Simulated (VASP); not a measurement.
Here is a VASP 6.6.1 calculation.

File INCAR:

```
PREC     = Accurate       # precision mode
ENCUT    = 520            # plane-wave cutoff, eV
EDIFF    = 1E-7           # SCF threshold, eV
ISMEAR   = 0              # smearing method
SIGMA    = 0.05           # smearing width, eV
LREAL    = F              # projectors in reciprocal space
LASPH    = T              # aspherical terms in the spheres
NELM     = 100            # most SCF steps
ALGO     = Normal         # electronic algorithm
ISIF     = 2              # what is computed and relaxed
LWAVE    = F              # write WAVECAR
LCHARG   = T              # write CHGCAR
GGA      = PS             # functional
LELF     = T              # ELF
LVHAR    = T            
NBANDS   = 14             # bands
```

File KPOINTS:

```
Automatic mesh
0
Gamma
  8 8 8
```

File POSCAR:

```
NaF
1.0
    0.0000000000      2.2536010000      2.3929990000
    2.2536010000      0.0000000000      2.3929990000
    2.2536010000      2.2536010000      0.0000000000
Na F
1 1
Direct
    0.0000000000      0.0000000000      0.0000000000
    0.5000000000      0.5000000000      0.5000000000
```

Potentials or basis: VASP PAW PBE potentials, release 64 (Na_pv, F).

Command:

```sh
$ cat potpaw_PBE.64/Na_pv/POTCAR potpaw_PBE.64/F/POTCAR > POTCAR
$ mpirun -np 1 vasp_std > vasp.out
```

**Question.** What does it give for the pressure?

**Answer.** 1.5 GPa.

**Question.** Predict the band gap on the k mesh.

**Answer.** 6.28 eV.

Stress tensor (GPa, compression positive):
```
 3.18  0.00  0.00
 0.00  3.18  0.00
 0.00  0.00 -1.86
```

Caveat: the cell differs from its parent crystal (strain -0.030 along x and y, +0.030 along z); the PAW data sets were made with another functional, which shifts forces and pressure a little.
